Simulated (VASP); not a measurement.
# Ta: single point with PBEsol

The system is Ta.

```xyz
2
Lattice="-1.6403 1.6403 1.6403 1.6403 -1.6403 1.6403 3.2805 3.2805 0.0000" Properties=species:S:1:pos:R:3 pbc="T T T"
Ta    0.0000    0.0000    0.0450
Ta    1.6403    1.6403    1.5953
```

This cell differs from its parent crystal: atoms displaced along a vibrational mode.

```
Program             : VASP 6.6.1
Task                : single point
Functional          : PBEsol
Potentials or basis : VASP PAW PBE potentials, release 64 (Ta_pv)
Cutoff              : 520 eV
k mesh              : 22 × 22 × 14
Occupations         : gaussian, width 0.15 eV
Spin                : no spin polarisation
```

```json
{
  "Pressure": "0.6 GPa",
  "Largest force": "0.632 eV/Å",
  "Band gap on the k mesh": "zero (bands 11 and 12 overlap by 3.11 eV)"
}
```

Forces in eV/Å, atoms in the order of the input:
```
Ta   0.000  0.000 -0.632
Ta   0.000  0.000  0.632
```

Stress tensor (GPa, compression positive):
```
0.73 0.30 0.00
0.30 0.73 0.00
0.00 0.00 0.36
```

Levels at points of the mesh, in eV from the Fermi level:
| k point | band 9 | band 10 | band 11 | band 12 | band 13 | band 14 |
| --- | --- | --- | --- | --- | --- | --- |
| (0.00, 0.00, 0.00) | -1.60 | 0.70 | 0.70 | 0.74 | 1.71 | 3.95 |
| (0.50, 0.00, 0.00) | -1.71 | -1.23 | -0.61 | -0.51 | 3.56 | 3.76 |
| (0.50, 0.50, 0.00) | -3.92 | -1.58 | 1.71 | 3.86 | 5.01 | 6.84 |
| (0.00, 0.00, 0.50) | -0.61 | -0.61 | -0.14 | -0.14 | 3.37 | 3.37 |
| (0.50, 0.00, 0.50) | -1.63 | -1.63 | 1.71 | 1.71 | 3.96 | 3.96 |
| (0.50, 0.50, 0.50) | -1.95 | -1.95 | 0.94 | 0.94 | 1.98 | 1.98 |

It took 7.6 min on 1 thread of Oxide Virtual Turin-like Processor, on a shared host, peak memory 0.57 GiB.

Caveat: the cell differs from its parent crystal (atoms displaced along a vibrational mode); the PAW data sets were made with another functional, which shifts forces and pressure a little; spin-orbit coupling is left out, which moves the levels of the heavy elements.
